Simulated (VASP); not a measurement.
# CoO in VASP: a series of runs

The runs below take CoO through single point, with PBEsol, PBE.

All numbers are computed with VASP 6.6.1; they aren't measurements. Logs are shortened: lines on timing, memory, paths and dates and some standing lists are left out, and cuts for length are marked.

### 1 The cell of the first run

The typed cell holds 4 atoms: a = 3.198 Å, b = 3.198 Å, c = 5.229 Å, α = 90.00°, β = 90.00°, γ = 120.00°.

### 2 Single point, PBEsol, collinear spin, ferromagnetic start (atoms moved at random)

File INCAR:

```
ALGO = Normal ; EDIFF = 1E-6
ENCUT = 520 ; GGA = PS
ISIF = 2 ; ISMEAR = -1
ISPIN = 2 ; LASPH = True
LCHARG = False ; LMAXMIX = 4
LORBIT = 11 ; LREAL = False
LWAVE = False ; MAGMOM = 2 2 0 0
NBANDS = 27 ; NELM = 150
PREC = Accurate ; SIGMA = 0.05
```

File KPOINTS:

```
k-points
0
Gamma
  10 10 5
```

File POSCAR:

```
CoO
1.0
    3.1976457435      0.0000000000      0.0000000000
   -1.5988228718      2.7692424462      0.0000000000
    0.0000000000      0.0000000000      5.2287097100
Co O
2 2
Direct
    0.3360110000      0.6774830000      0.4959470000
    0.0116800000      0.0069190000      0.0012790000
    0.3425860000      0.6630980000      0.8624600000
   -0.0158960000     -0.0233000000      0.3705840000
```

Potentials or basis: VASP PAW PBE potentials, release 64 (Co, O).

Started as:

```
> cat potpaw_PBE.64/Co/POTCAR potpaw_PBE.64/O/POTCAR > POTCAR
> mpirun -np 1 vasp_std > vasp.out
```

OUTCAR:

```text
EDIFF = 1E-6
   ENCUT = 520
   GGA = PS
   ISIF = 2
   ISMEAR = -1
   ISPIN = 2
   LASPH = True
   LORBIT = 11
   LREAL = False
   NELM = 150
   PREC = Accurate

 ion  position               nearest neighbor table
   1  0.336  0.677  0.496-   4 1.91   3 1.92   4 1.92   4 2.05
   2  0.012  0.007  0.001-   4 1.93   3 1.96   3 1.99   3 2.00
   3  0.343  0.663  0.862-   1 1.92   2 1.96   2 1.99   2 2.00
   4  0.984  0.977  0.371-   1 1.91   1 1.92   2 1.93   1 2.05

  LATTYP: Found a hexagonal cell.
 ALAT       =     3.1976457435
 C/A-ratio  =     1.6351747909

  Lattice vectors:

 A1 = (   3.1976457435,   0.0000000000,   0.0000000000)
 A2 = (  -1.5988228718,   2.7692424462,   0.0000000000)
 A3 = (   0.0000000000,   0.0000000000,   5.2287097100)

Analysis of symmetry for initial positions (statically):
=====================================================================
 Subroutine PRICEL returns:
 Original cell was already a primitive cell.

 Routine SETGRP: Setting up the symmetry group for a
 hexagonal supercell.

 Subroutine GETGRP returns: Found  1 space group operations
 (whereof  1 operations were pure point group operations)
 out of a pool of 24 trial point group operations.

The static configuration has the point symmetry C_1 .

Analysis of symmetry for dynamics (positions and initial velocities):
=====================================================================
 Subroutine PRICEL returns:
 Original cell was already a primitive cell.

 Routine SETGRP: Setting up the symmetry group for a
 hexagonal supercell.

 Subroutine GETGRP returns: Found  1 space group operations
 (whereof  1 operations were pure point group operations)
 out of a pool of 24 trial point group operations.

The dynamic configuration has the point symmetry C_1 .

Analysis of structural, dynamic, and magnetic symmetry:
=====================================================================
 Subroutine PRICEL returns:
 Original cell was already a primitive cell.

 Routine SETGRP: Setting up the symmetry group for a
 hexagonal supercell.

 Subroutine GETGRP returns: Found  1 space group operations
 (whereof  1 operations were pure point group operations)
 out of a pool of 24 trial point group operations.

The overall configuration has the point symmetry C_1 .

 Subroutine INISYM returns: Found  1 space group operations
 (whereof  1 operations are pure point group operations),
 and found     1 'primitive' translations

[... 124 lines left out ...]
   LHFCALC =     F    Hartree Fock is set to
   AEXX    =    0.0000 exact exchange contribution
   IVDW    =     0    specifies the selected vdW correction
   LEPSILON=     F    determine dielectric tensor
   LRPA    =     F    only Hartree local field effects (RPA)
 spin polarized calculation
  energy-cutoff  :      520.00
  volume of cell :       46.30
 maximum number of plane-waves:      1269
   NGX = 11   NGY = 11   NGZ = 19

 number of electron      29.9999999 magnetization       5.7699448

 Free energy of the ion-electron system (eV)
  ---------------------------------------------------
  ext. energy  EPLUGINS =         0.00000000
  ---------------------------------------------------
  free energy    TOTEN  =       -28.25513422 eV

  energy without entropy =      -28.21734758  energy(sigma->0) =      -28.23624090

 E-fermi :   5.7845     XC(G=0): -11.4031

 val. band max:        5.7842702982   @ k =   0.5000   0.5000   0.0000
 cond. band min:       5.7883124762   @ k =   0.4000   0.2000   0.0000
 fundamental gap:      0.0040421780
 Fermi energy:         5.7845055670

 spin component 1

 k-point     1 :       0.0000    0.0000    0.0000
  band No.  band energies     occupation
      1     -14.1551      1.00000
      2     -13.4910      1.00000
      3      -1.2849      1.00000
      4      -0.5031      1.00000
      5      -0.4071      1.00000
      6      -0.1908      1.00000
[... 709 lines left out ...]
     26      20.3902      0.00000
     27      21.6857      0.00000

 [... further k-points ...]

 spin component 2

 k-point     1 :       0.0000    0.0000    0.0000
  band No.  band energies     occupation
      1     -13.5814      1.00000
      2     -12.8787      1.00000
      3      -0.7476      1.00000
      4       0.7262      1.00000
      5       0.7694      1.00000
      6       1.0588      1.00000
[... 709 lines left out ...]
     26      20.9607      0.00000
     27      22.2958      0.00000

 [... further k-points ...]

------------------------ aborting loop because EDIFF is reached ----------------------------------------

  FORCE on cell =-STRESS in cart. coord.  units (eV):
  Direction    XX          YY          ZZ          XY          YZ          ZX
  --------------------------------------------------------------------------------------
  -------------------------------------------------------------------------------------
  Total       -2.0716838     -2.8291879     -1.5101904      0.1465450     -0.2868837     -0.0046863
  in kB      -71.6882868    -97.9008608    -52.2584402      5.0710257     -9.9272878     -0.1621635
  external PRESSURE =     -73.9491959 kB  Pullay stress =       0.0000000 kB

 VOLUME and BASIS-vectors are now :
 -----------------------------------------------------------------------------
  energy-cutoff  :      520.00
  volume of cell :       46.30
      direct lattice vectors                 reciprocal lattice vectors
     3.197645743  0.000000000  0.000000000     0.312730077  0.180554794  0.000000000
    -1.598822872  2.769242446  0.000000000     0.000000000  0.361109588  0.000000000
     0.000000000  0.000000000  5.228709710     0.000000000  0.000000000  0.191251773

 POSITION                                       TOTAL-FORCE (eV/Angst)
 -----------------------------------------------------------------------------------
     -0.00873      1.87611      2.59316        -0.054848     -0.361186     -0.159649
      0.02629      0.01916      0.00669         0.035393     -0.104756     -0.311472
      0.03529      1.83628      4.50955        -0.050946      0.071752      0.468772
      1.58525      2.70472      1.93768         0.070402      0.394190      0.002348
 -----------------------------------------------------------------------------------
    total drift:                               -0.000184      0.000029     -0.000578

  FREE ENERGIE OF THE ION-ELECTRON SYSTEM (eV)
  ---------------------------------------------------
  free  energy   TOTEN  =       -28.2551342166 eV

  energy  without entropy=      -28.2173475841  energy(sigma->0) =      -28.23624090

 total charge

# of ion       s       p       d       tot
------------------------------------------
    1        0.357   0.457   7.195   8.009
    2        0.344   0.427   7.180   7.951
    3        1.546   3.413   0.000   4.959
    4        1.547   3.424   0.000   4.971
--------------------------------------------------
tot          3.794   7.721  14.375  25.890

 magnetization (x)

# of ion       s       p       d       tot
------------------------------------------
    1        0.017   0.057   2.386   2.460
    2        0.016   0.053   2.402   2.471
    3        0.022   0.304   0.000   0.325
    4        0.021   0.293   0.000   0.315
--------------------------------------------------
tot          0.076   0.707   4.787   5.571
```

Wall time 4.9 min (1 thread of Intel Xeon 6975P-C (Granite Rapids), shared host); peak memory 0.51 GiB.

Results:

```yaml
Free_energy: -28.2551 eV
Pressure: -7.4 GPa
Largest_force: 0.477 eV/Å
Net_moment: 5.77 μB per cell
Site_moments: Co +2.46, +2.47; O +0.33, +0.32 μB
Valence_electrons_inside_the_program's_atomic_spheres: Co 8.01, 7.95; O 4.96, 4.97
```

Forces on the atoms (eV/Å):
```
Co  -0.055 -0.361 -0.160
Co   0.035 -0.105 -0.311
O   -0.051  0.072  0.469
O    0.070  0.394  0.002
```

Caveat: the cell differs from its parent crystal (atoms moved at random); the cell stands under tension; the PAW data sets were made with another functional, which shifts forces and pressure a little; semilocal functionals often make such compounds metallic where correlation or magnetic order opens a gap, which also shifts bond lengths.

### 3 Single point, PBEsol, collinear spin, ferromagnetic start

File INCAR:

```
PREC = Accurate
ENCUT = 700
EDIFF = 1E-6
ISMEAR = -1
SIGMA = 0.05
LREAL = F
LASPH = T
NELM = 200
ALGO = Normal
ISIF = 2
LWAVE = F
LCHARG = F
ISPIN = 2
MAGMOM = 4 4 0 0
LORBIT = 11
NUPDOWN = 8.0
LMAXMIX = 4
GGA = PS
NBANDS = 35
GGA_COMPAT = F
```

File KPOINTS:

```
regular mesh
0
Gamma
  8 8 5
```

File POSCAR:

```
CoO
1.0
    3.1976457435      0.0000000000      0.0000000000
   -1.5988228718      2.7692424462      0.0000000000
    0.0000000000      0.0000000000      5.2287097100
Co O
2 2
Direct
    0.3333333333      0.6666666667      0.5033624100
    0.0000000000      0.0000000000      0.0034741400
    0.3333333333      0.6666666667      0.8715556000
    0.0000000000      0.0000000000      0.3716088500
```

Potentials or basis: VASP PAW PBE potentials, release 64 (Co_sv, O).

Started as:

```
> cat potpaw_PBE.64/Co_sv/POTCAR potpaw_PBE.64/O/POTCAR > POTCAR
> mpirun -np 1 vasp_std > vasp.out
```

Run time: 3.3 min. Hardware: 1 thread of AMD EPYC 7R13 (Zen 3), shared host; peak memory 0.27 GiB.

Results (log left out):

```yaml
Free_energy: -24.3951 eV
Pressure: 6.0 GPa
Largest_force: 0.146 eV/Å
Net_moment: 8.00 μB per cell
Site_moments: Co +2.86; O +0.60 μB
Valence_electrons_inside_the_program's_atomic_spheres: Co 14.78; O 4.97
```

Forces in eV/Å, atoms in the order of the input:
```
Co   0.000  0.000 -0.140
Co   0.000  0.000 -0.146
O    0.000  0.000  0.142
O    0.000  0.000  0.144
```

Stress tensor (GPa, compression positive):
```
4.74 0.00 0.00
0.00 4.74 0.00
0.00 0.00 8.63
```

Caveat: the cell stands under pressure; the PAW data sets were made with another functional, which shifts forces and pressure a little; the total moment is fixed, so each spin has its own Fermi level and the state may be an excited one.

### 4 Single point, PBE, collinear spin, ferromagnetic start

File INCAR:

```
ALGO = Normal ; EDIFF = 1E-6
ENCUT = 700 ; GGA = PE
GGA_COMPAT = False ; ISIF = 2
ISMEAR = -1 ; ISPIN = 2
LASPH = True ; LCHARG = False
LMAXMIX = 4 ; LORBIT = 11
LREAL = False ; LWAVE = False
MAGMOM = 4 4 0 0 ; NBANDS = 35
NELM = 200 ; NUPDOWN = 8.0
PREC = Accurate ; SIGMA = 0.05
```

File KPOINTS:

```
k-points
0
Gamma
  8 8 5
```

POSCAR is that of step 3.

Started as:

```
> cat potpaw_PBE.64/Co_sv/POTCAR potpaw_PBE.64/O/POTCAR > POTCAR
> mpirun -np 1 vasp_std > vasp.out
```

It took 4.7 min on 1 thread of AMD EPYC 7R43 (Zen 3), shared host; peak memory 0.27 GiB.

Results (log left out):

| Quantity | Value |
| --- | --- |
| Free energy | -22.6462 eV |
| Pressure | 13.3 GPa |
| Largest force | 0.184 eV/Å |
| Net moment | 8.00 μB per cell |
| Site moments | Co +2.86; O +0.59 μB |
| Valence electrons inside the program's atomic spheres | Co 14.78; O 5.00 |

Forces in eV/Å, atoms in the order of the input:
```
Co   0.000  0.000 -0.177
Co   0.000  0.000 -0.184
O    0.000  0.000  0.179
O    0.000  0.000  0.183
```

Stress tensor (GPa, compression positive):
```
11.80  0.00  0.00
 0.00 11.80  0.00
 0.00  0.00 16.21
```

Caveat: the cell stands under pressure; the total moment is fixed, so each spin has its own Fermi level and the state may be an excited one.

### 5 Overview

```tsv
level	potentials or basis	fixed moment (μB)	cell	k mesh	cutoff (eV)	pressure (GPa)	moment (μB)	largest force (eV/Å)
PBEsol	VASP PAW PBE potentials, release 64 (Co, O)	-	as given, atomic positions A	10 × 10 × 5	520	-7.4	5.77	0.48
PBEsol	VASP PAW PBE potentials, release 64 (Co_sv, O)	8.0	as given, atomic positions B	8 × 8 × 5	700	6.0	8.00	0.15
PBE	VASP PAW PBE potentials, release 64 (Co_sv, O)	8.0	as given, atomic positions B	8 × 8 × 5	700	13.3	8.00	0.18
```

Alike in all rows: task single point; spin collinear, ferromagnetic start; smearing fermi-dirac 0.05 eV.

Caveats: the PAW data sets were made with another functional, which shifts forces and pressure a little (at least some runs); the cell stands under pressure (at least some runs); the total moment is fixed, so each spin has its own Fermi level and the state may be an excited one (at least some runs); the cell stands under tension (at least some runs); semilocal functionals often make such compounds metallic where correlation or magnetic order opens a gap, which also shifts bond lengths (at least some runs).

Absolute energies hang on the potentials; compare differences alone.
